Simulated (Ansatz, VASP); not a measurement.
## NaI in VASP and in Ansatz

```xyz
2
Lattice="0.0000 3.2641 3.2641 3.2641 0.0000 3.2641 3.2641 3.2641 0.0000" Properties=species:S:1:pos:R:3 pbc="T T T"
Na    0.0000    0.0000    0.0000
I     3.2641    3.2641    3.2641
```

Alike in both runs: functional PBE; k mesh 6 × 6 × 6; no spin polarisation.

Ansatz relaxed the structure, and its values are those at the end. VASP's run is a single point on that final structure, the one shown.

```csv
,VASP,Ansatz
version,VASP 6.6.1,Ansatz 0.2.0
potentials or method,"VASP PAW PBE potentials, release 64 (Na_pv, I), cutoff 500 eV","scalar-relativistic, plane waves, PAW"
occupations,"gaussian, width 0.01 eV",fixed
valence electrons in the cell,14,26
```

|  | VASP | Ansatz | Ansatz less VASP |
| --- | --- | --- | --- |
| gap on the k mesh at the Fermi level (eV) | 3.57 | 3.58 | +0.004 |
| least direct gap on the mesh (eV) | 3.57 | 3.58 | +0.004 |
| pressure (GPa) | 0.0 | 0.0 | 0.00 |

VASP's potentials hold 14 valence electrons a cell and Ansatz's 26, so a difference there can come from the potentials and not from the codes.

Neither program's run includes spin-orbit coupling.
